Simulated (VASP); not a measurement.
Al:

```
CELL_PARAMETERS angstrom
0.00000 2.02500 2.02500
2.02500 0.00000 2.02500
2.02500 2.02500 0.00000
ATOMIC_POSITIONS crystal
Al 0.00000 0.00000 0.00000
```

| Item | Value |
| --- | --- |
| Program | VASP 6.6.1 |
| Task | relaxation of cell and atoms |
| Functional | r2SCAN |
| Potentials or basis | VASP PAW PBE potentials, release 64 (Al) |
| Cutoff | 550 eV |
| k mesh | 10 × 10 × 10 |
| Occupations | methfessel-paxton, width 0.05 eV |
| Spin | no spin polarisation |

At the start: pressure -4.5 GPa; volume 16.61 Å³/atom.

How do energy, volume and symmetry change on relaxing?

Over 3 steps the energy falls by 12.6 meV/atom and the volume is 15.76 Å³/atom (-5.1 %); space group Fm-3m (No. 225, to 0.1 Å) before and after.

The path:
```
step  energy change (eV)  largest force (eV/Å)  pressure (GPa)  volume (Å³)
   1              0.0000                0.0000           -4.51        16.61
   2             -0.0114                0.0000            1.63        15.51
   3             -0.0126                0.0000            0.04        15.76
```

Final structure:
```
Al
1.0
     0.00000    1.98981    1.98981
     1.98981    0.00000    1.98981
     1.98981    1.98981    0.00000
Al
1
Direct
  0.00000 0.00000 0.00000
```

Caveat: the PAW data sets were made with another functional, which shifts forces and pressure a little.
